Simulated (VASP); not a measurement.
Pt:

```
Pt
1.0
     2.76067    0.00000    0.00000
    -1.38033    2.39081    0.00000
     0.00000    0.00000    4.79213
Pt
2
Direct
  0.66667 0.33333 0.75000
  0.33333 0.66667 0.25000
```

| Property | Result |
| --- | --- |
| Program | VASP 6.6.1 |
| Task | relaxation of cell and atoms |
| Functional | BLYP |
| Dispersion | D3(BJ) |
| Potentials or basis | VASP PAW PBE potentials, release 64 (Pt) |
| Cutoff | 600 eV |
| k mesh | 11 × 11 × 6 |
| Occupations | methfessel-paxton, width 0.1 eV |
| Spin | no spin polarisation |

At the start: pressure -3.7 GPa; volume 15.81 Å³/atom.

How do energy, volume and symmetry change on relaxing?

Over 5 steps the energy falls by 3.1 meV/atom and the volume is 15.56 Å³/atom (-1.6 %); space group P6_3/mmc (No. 194, to 0.05 Å).

Step by step:
| step | energy change (eV) | largest force (eV/Å) | pressure (GPa) | volume (Å³) |
| --- | --- | --- | --- | --- |
| 1 | 0.0000 | 0.0000 | -3.73 | 31.63 |
| 2 | 0.0315 | 0.0000 | 10.81 | 29.97 |
| 3 | -0.0058 | 0.0000 | 0.02 | 31.15 |
| 4 | -0.0058 | 0.0000 | 0.09 | 31.14 |
| 5 | -0.0062 | 0.0000 | 0.04 | 31.13 |

Final structure:
```xyz
2
Lattice="2.7517 0.0000 0.0000 -1.3759 2.3831 0.0000 0.0000 0.0000 4.7467" Properties=species:S:1:pos:R:3 pbc="T T T"
Pt    1.3759    0.7944    3.5600
Pt    0.0000    1.5887    1.1867
```

Caveat: the PAW data sets were made with another functional, which shifts forces and pressure a little; pairwise dispersion overbinds metals, which lowers pressure and volume.
